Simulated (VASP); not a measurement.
# TiO2 in VASP: a series of runs, part 2 of 3

VASP 6.6.1. The steps go on from the part before.

### Step 3. Single point, PBE+U (atoms shifted along a free coordinate)

INCAR reads:

```
ALGO = Normal
EDIFF = 1E-7
ENCUT = 520
GGA = PE
ISIF = 2
ISMEAR = 0
LASPH = True
LCHARG = False
LDAU = True
LDAUJ = 0 0
LDAUL = 2 -1
LDAUPRINT = 1
LDAUTYPE = 2
LDAUU = 4 0
LMAXMIX = 4
LREAL = False
LWAVE = False
NBANDS = 33
NELM = 150
PREC = Accurate
SIGMA = 0.05
```

KPOINTS reads:

```
k-points
0
Gamma
  6 6 6
```

POSCAR reads:

```
TiO2
1.0
    2.6252399294     -2.6253128814     -0.0195896425
    2.6252399294      2.6253128814     -0.0195896425
   -2.5896256811      0.0000000000      4.7752202290
Ti O
2 4
Direct
    0.1250069486      0.8749930514      0.2500000000
    0.8749930514      0.1250069486      0.7500000000
    0.3332902468      0.0833135221      0.6665902155
    0.6667097532      0.9166864779      0.3334097845
    0.9166864779      0.6667097532      0.8334097845
    0.0833135221      0.3332902468      0.1665902155
```

Potentials or basis: VASP PAW PBE potentials, release 64 (Ti_sv, O).

Launch:

```
> cat potpaw_PBE.64/Ti_sv/POTCAR potpaw_PBE.64/O/POTCAR > POTCAR
> mpirun -np 1 vasp_std > vasp.out
```

It took 98 s on 1 thread of Intel Xeon Platinum 8488C (Sapphire Rapids), shared host; peak memory 0.24 GiB.

Results (log left out):

```
Free energy            : -48.0366 eV
Pressure               : 23.7 GPa
Largest force          : 0.133 eV/Å
Band gap on the k mesh : 2.83 eV (least direct gap 3.18 eV)
```

Forces in eV/Å, atoms in the order of the input:
```
Ti   0.000  0.000  0.000
Ti   0.000  0.000  0.000
O    0.001  0.000  0.133
O   -0.001  0.000 -0.133
O   -0.001  0.000 -0.133
O    0.001  0.000  0.133
```

Stress tensor (GPa, compression positive):
```
26.15  0.00 -0.05
 0.00 26.15  0.00
-0.05  0.00 18.93
```

Levels at points of the mesh, in eV from the valence-band top:
```tsv
k point	band 22	band 23	band 24	band 25	band 26	band 27
(0.00, 0.00, 0.00)	-0.75	-0.49	-0.49	2.83	3.62	4.70
(0.50, 0.00, 0.00)	-1.01	-0.87	-0.70	4.03	4.23	4.28
(0.50, 0.50, 0.00)	-2.15	0.00	0.00	4.08	4.08	4.54
(0.00, 0.00, 0.50)	-1.31	-0.12	-0.12	3.21	3.21	4.60
(0.50, 0.00, 0.50)	-1.01	-0.87	-0.70	4.03	4.23	4.28
(0.50, 0.50, 0.50)	-2.15	0.00	0.00	4.08	4.08	4.54
```

Eigenvalues of the final occupation matrices:
```tsv
site	spin	trace	eigenvalues
site 1 d	1	0.85	0.11 0.11 0.11 0.25 0.27
site 1 d	2	0.85	0.11 0.11 0.11 0.25 0.27
site 2 d	1	0.85	0.11 0.11 0.11 0.25 0.27
site 2 d	2	0.85	0.11 0.11 0.11 0.25 0.27
```

Caveat: the cell differs from its parent crystal (atoms shifted along a free coordinate); the stress differs along the axes, from 19 to 26 GPa.

### Step 4. Single point, PBE+U (atoms shifted along a free coordinate)

INCAR reads:

```
PREC = Accurate
ENCUT = 520
EDIFF = 1E-6
ISMEAR = 0
SIGMA = 0.05
LREAL = F
LASPH = T
NELM = 150
ALGO = Normal
ISIF = 2
LWAVE = F
LCHARG = F
LMAXMIX = 4
LDAU = T
LDAUTYPE = 2
LDAUL = 2 -1
LDAUU = 4 0
LDAUJ = 0 0
LDAUPRINT = 1
GGA = PE
NBANDS = 33
```

KPOINTS reads:

```
Automatic mesh
0
Gamma
  6 6 6
```

POSCAR reads:

```
TiO2
1.0
    2.6252399294     -2.6253128814     -0.0195896425
    2.6252399294      2.6253128814     -0.0195896425
   -2.5896256811      0.0000000000      4.7752202290
Ti O
2 4
Direct
    0.1250069486      0.8749930514      0.2500000000
    0.8749930514      0.1250069486      0.7500000000
    0.3394254028      0.0894486781      0.6788605275
    0.6605745972      0.9105513219      0.3211394725
    0.9105513219      0.6605745972      0.8211394725
    0.0894486781      0.3394254028      0.1788605275
```

Potentials or basis: VASP PAW PBE potentials, release 64 (Ti_sv, O).

Launch:

```
> cat potpaw_PBE.64/Ti_sv/POTCAR potpaw_PBE.64/O/POTCAR > POTCAR
> mpirun -np 1 vasp_std > vasp.out
```

OUTCAR:

```text
PREC = Accurate
   ENCUT = 520
   EDIFF = 1E-6
   ISMEAR = 0
   LREAL = F
   LASPH = T
   NELM = 150
   ISIF = 2
   GGA = PE

 ion  position               nearest neighbor table
   1  0.125  0.875  0.250-   4 1.89   6 1.89   6 1.89   4 1.89   3 2.04   5 2.04
   2  0.875  0.125  0.750-   5 1.89   3 1.89   5 1.89   3 1.89   6 2.04   4 2.04
   3  0.339  0.089  0.679-   2 1.89   2 1.89   1 2.04
   4  0.661  0.911  0.321-   1 1.89   1 1.89   2 2.04
   5  0.911  0.661  0.821-   2 1.89   2 1.89   1 2.04
   6  0.089  0.339  0.179-   1 1.89   1 1.89   2 2.04

  LATTYP: Found a base centered monoclinic cell.
 ALAT       =     5.2506260354
 B/A-ratio  =     0.9999999481
 C/A-ratio  =     1.0345830161
 COS(beta)  =    -0.4832630161

  Lattice vectors:

 A1 = (   2.6252399294,  -2.6253128814,  -0.0195896425)
 A2 = (   2.6252399294,   2.6253128814,  -0.0195896425)
 A3 = (  -2.5896256811,   0.0000000000,   4.7752202290)

Analysis of symmetry for initial positions (statically):
=====================================================================
 Subroutine PRICEL returns:
 Original cell was already a primitive cell.

 Routine SETGRP: Setting up the symmetry group for a
 base centered monoclinic supercell.

 Subroutine GETGRP returns: Found  4 space group operations
 (whereof  2 operations were pure point group operations)
 out of a pool of  4 trial point group operations.

The static configuration has the point symmetry S_2 .
 The point group associated with its full space group is C_2h.

Analysis of symmetry for dynamics (positions and initial velocities):
=====================================================================
 Subroutine PRICEL returns:
 Original cell was already a primitive cell.

 Routine SETGRP: Setting up the symmetry group for a
 base centered monoclinic supercell.

 Subroutine GETGRP returns: Found  4 space group operations
 (whereof  2 operations were pure point group operations)
 out of a pool of  4 trial point group operations.

The dynamic configuration has the point symmetry S_2 .
 The point group associated with its full space group is C_2h.

 Subroutine INISYM returns: Found  4 space group operations
 (whereof  2 operations are pure point group operations),
 and found     1 'primitive' translations

----------------------------------------------------------------------------------------

                                     Primitive cell

  volume of cell :      65.5560
[... 164 lines left out ...]
  o =  0.1036  v =  0.0000  0.0000  0.0000  0.0000  0.0000  0.0000  0.0000 -0.0130  0.9999  0.0076      0.0000  0.0000  0.0000  0.0000  0.0000  0.0000  0.0000  0.0000  0.0000  0.0000
  o =  0.1195  v =  0.0000  0.0000  0.0001 -0.0076  1.0000  0.0000  0.0000  0.0000  0.0000  0.0000      0.0000  0.0000  0.0000  0.0000  0.0000  0.0000  0.0000  0.0000  0.0000  0.0000
  o =  0.1195  v =  0.0000  0.0000  0.0000  0.0000  0.0000  0.0000  0.0000  0.0001 -0.0076  1.0000      0.0000  0.0000  0.0000  0.0000  0.0000  0.0000  0.0000  0.0000  0.0000  0.0000
  o =  0.2375  v =  0.0000  0.0000  0.0000  0.0000  0.0000  0.0000  0.0000  0.9999  0.0130  0.0000      0.0000  0.0000  0.0000  0.0000  0.0000  0.0000  0.0000  0.0000  0.0000  0.0000
  o =  0.2375  v =  0.0000  0.0000  0.9999  0.0130  0.0000  0.0000  0.0000  0.0000  0.0000  0.0000      0.0000  0.0000  0.0000  0.0000  0.0000  0.0000  0.0000  0.0000  0.0000  0.0000
  o =  0.2794  v = -1.0000  0.0075 -0.0000 -0.0000 -0.0000  0.0000  0.0000  0.0000  0.0000  0.0000      0.0000  0.0000  0.0000  0.0000  0.0000  0.0000  0.0000  0.0000  0.0000  0.0000
  o =  0.2794  v =  0.0000  0.0000  0.0000  0.0000  0.0000 -1.0000  0.0075 -0.0000 -0.0000 -0.0000      0.0000  0.0000  0.0000  0.0000  0.0000  0.0000  0.0000  0.0000  0.0000  0.0000

atom =   2  type =  1  l = 2

 onsite density matrix

spin component  1

  0.2794 -0.0013  0.0000  0.0000  0.0000
 -0.0013  0.1036 -0.0000 -0.0000 -0.0000
  0.0000 -0.0000  0.2375  0.0017  0.0000
  0.0000 -0.0000  0.0017  0.1036 -0.0001
  0.0000 -0.0000  0.0000 -0.0001  0.1195

spin component  2

  0.2794 -0.0013  0.0000  0.0000  0.0000
 -0.0013  0.1036 -0.0000 -0.0000 -0.0000
  0.0000 -0.0000  0.2375  0.0017  0.0000
  0.0000 -0.0000  0.0017  0.1036 -0.0001
  0.0000 -0.0000  0.0000 -0.0001  0.1195

 occupancies and eigenvectors

  o =  0.1036  v =  0.0075  1.0000 -0.0000 -0.0000 -0.0000  0.0000  0.0000  0.0000  0.0000  0.0000      0.0000  0.0000  0.0000  0.0000  0.0000  0.0000  0.0000  0.0000  0.0000  0.0000
  o =  0.1036  v =  0.0000  0.0000  0.0000  0.0000  0.0000  0.0075  1.0000 -0.0000 -0.0000 -0.0000      0.0000  0.0000  0.0000  0.0000  0.0000  0.0000  0.0000  0.0000  0.0000  0.0000
  o =  0.1036  v =  0.0000  0.0000 -0.0130  0.9999  0.0076  0.0000  0.0000  0.0000  0.0000  0.0000      0.0000  0.0000  0.0000  0.0000  0.0000  0.0000  0.0000  0.0000  0.0000  0.0000
  o =  0.1036  v =  0.0000  0.0000  0.0000  0.0000  0.0000  0.0000  0.0000 -0.0130  0.9999  0.0076      0.0000  0.0000  0.0000  0.0000  0.0000  0.0000  0.0000  0.0000  0.0000  0.0000
  o =  0.1195  v =  0.0000  0.0000  0.0001 -0.0076  1.0000  0.0000  0.0000  0.0000  0.0000  0.0000      0.0000  0.0000  0.0000  0.0000  0.0000  0.0000  0.0000  0.0000  0.0000  0.0000
  o =  0.1195  v =  0.0000  0.0000  0.0000  0.0000  0.0000  0.0000  0.0000  0.0001 -0.0076  1.0000      0.0000  0.0000  0.0000  0.0000  0.0000  0.0000  0.0000  0.0000  0.0000  0.0000
  o =  0.2375  v =  0.0000  0.0000  0.0000  0.0000  0.0000  0.0000  0.0000  0.9999  0.0130  0.0000      0.0000  0.0000  0.0000  0.0000  0.0000  0.0000  0.0000  0.0000  0.0000  0.0000
  o =  0.2375  v =  0.0000  0.0000  0.9999  0.0130  0.0000  0.0000  0.0000  0.0000  0.0000  0.0000      0.0000  0.0000  0.0000  0.0000  0.0000  0.0000  0.0000  0.0000  0.0000  0.0000
  o =  0.2794  v = -1.0000  0.0075 -0.0000 -0.0000 -0.0000  0.0000  0.0000  0.0000  0.0000  0.0000      0.0000  0.0000  0.0000  0.0000  0.0000  0.0000  0.0000  0.0000  0.0000  0.0000
  o =  0.2794  v =  0.0000  0.0000  0.0000  0.0000  0.0000 -1.0000  0.0075 -0.0000 -0.0000 -0.0000      0.0000  0.0000  0.0000  0.0000  0.0000  0.0000  0.0000  0.0000  0.0000  0.0000

 number of electron      47.9999978 magnetization

 Free energy of the ion-electron system (eV)
  ---------------------------------------------------
  ext. energy  EPLUGINS =         0.00000000
  ---------------------------------------------------
  free energy    TOTEN  =       -47.96057613 eV

  energy without entropy =      -47.96057613  energy(sigma->0) =      -47.96057613

 E-fermi :   4.5046     XC(G=0): -10.9813

 val. band max:        4.1884689961   @ k =   0.5000   0.5000   0.0000
 cond. band min:       6.7506449083   @ k =   0.0000   0.0000   0.0000
 fundamental gap:      2.5621759122
 Fermi energy:         4.5045931780

 k-point     1 :       0.0000    0.0000    0.0000
  band No.  band energies     occupation
      1     -53.2405      2.00000
      2     -53.1781      2.00000
      3     -29.6669      2.00000
      4     -29.4388      2.00000
      5     -29.4388      2.00000
      6     -29.3696      2.00000
[... 853 lines left out ...]
     32      10.3979      0.00000
     33      10.7683      0.00000

 [... further k-points ...]

------------------------ aborting loop because EDIFF is reached ----------------------------------------

  FORCE on cell =-STRESS in cart. coord.  units (eV):
  Direction    XX          YY          ZZ          XY          YZ          ZX
  --------------------------------------------------------------------------------------
  -------------------------------------------------------------------------------------
  Total       11.4406478     11.4410464      3.2513430      0.0000000      0.0000000     -0.0611683
  in kB      279.6074591    279.6172006     79.4622619      0.0000000      0.0000000     -1.4949431
  external PRESSURE =     212.8956405 kB  Pullay stress =       0.0000000 kB

 VOLUME and BASIS-vectors are now :
 -----------------------------------------------------------------------------
  energy-cutoff  :      520.00
  volume of cell :       65.56
      direct lattice vectors                 reciprocal lattice vectors
     2.625239929 -2.625312881 -0.019589643     0.191232644 -0.190453490  0.103706414
     2.625239929  2.625312881 -0.019589643     0.191232644  0.190453490  0.103706414
    -2.589625681  0.000000000  4.775220229     0.001569008  0.000000000  0.210265306

 POSITION                                       TOTAL-FORCE (eV/Angst)
 -----------------------------------------------------------------------------------
      1.97783      1.96895      1.17422         0.000000      0.000120     -0.000000
      0.68302     -1.96895      3.56183         0.000000     -0.000120      0.000000
     -0.63210     -0.65627      3.23331        -0.005560     -0.000036     -0.739754
      3.29295      0.65627      1.50273         0.005560      0.000036      0.739754
      1.99814     -0.65627      3.89034         0.005560     -0.000036      0.739754
      0.66272      0.65627      0.84570        -0.005560      0.000036     -0.739754
 -----------------------------------------------------------------------------------
    total drift:                               -0.000000     -0.000000      0.000000

  FREE ENERGIE OF THE ION-ELECTRON SYSTEM (eV)
  ---------------------------------------------------
  free  energy   TOTEN  =       -47.9605761312 eV

  energy  without entropy=      -47.9605761312  energy(sigma->0) =      -47.96057613
```

Run time: 88 s. Hardware: 1 thread of Intel Xeon Platinum 8488C (Sapphire Rapids), shared host; peak memory 0.24 GiB.

Results:

| Property | Result |
| --- | --- |
| Free energy | -47.9606 eV |
| Pressure | 21.3 GPa |
| Largest force | 0.740 eV/Å |
| Band gap on the k mesh | 2.56 eV (least direct gap 3.12 eV) |

Forces in eV/Å, atoms in the order of the input:
```
Ti   0.000  0.000  0.000
Ti   0.000  0.000  0.000
O   -0.006  0.000 -0.740
O    0.006  0.000  0.740
O    0.006  0.000  0.740
O   -0.006  0.000 -0.740
```

Levels at points of the mesh, in eV from the valence-band top:
```tsv
k point	band 22	band 23	band 24	band 25	band 26	band 27
(0.00, 0.00, 0.00)	-0.93	-0.68	-0.68	2.56	3.33	4.16
(0.50, 0.00, 0.00)	-1.22	-1.18	-0.89	3.80	3.82	4.01
(0.50, 0.50, 0.00)	-2.50	0.00	0.00	3.95	3.95	4.39
(0.00, 0.00, 0.50)	-1.60	-0.33	-0.33	2.93	2.93	4.20
(0.50, 0.00, 0.50)	-1.22	-1.18	-0.89	3.80	3.82	4.01
(0.50, 0.50, 0.50)	-2.50	0.00	0.00	3.95	3.95	4.39
```

Eigenvalues of the final occupation matrices:
```tsv
site	spin	trace	eigenvalues
site 1 d	1	0.84	0.10 0.10 0.12 0.24 0.28
site 1 d	2	0.84	0.10 0.10 0.12 0.24 0.28
site 2 d	1	0.84	0.10 0.10 0.12 0.24 0.28
site 2 d	2	0.84	0.10 0.10 0.12 0.24 0.28
```

Caveat: the cell differs from its parent crystal (atoms shifted along a free coordinate); the stress differs along the axes, from 8 to 28 GPa.

[end of part 2 of 3]
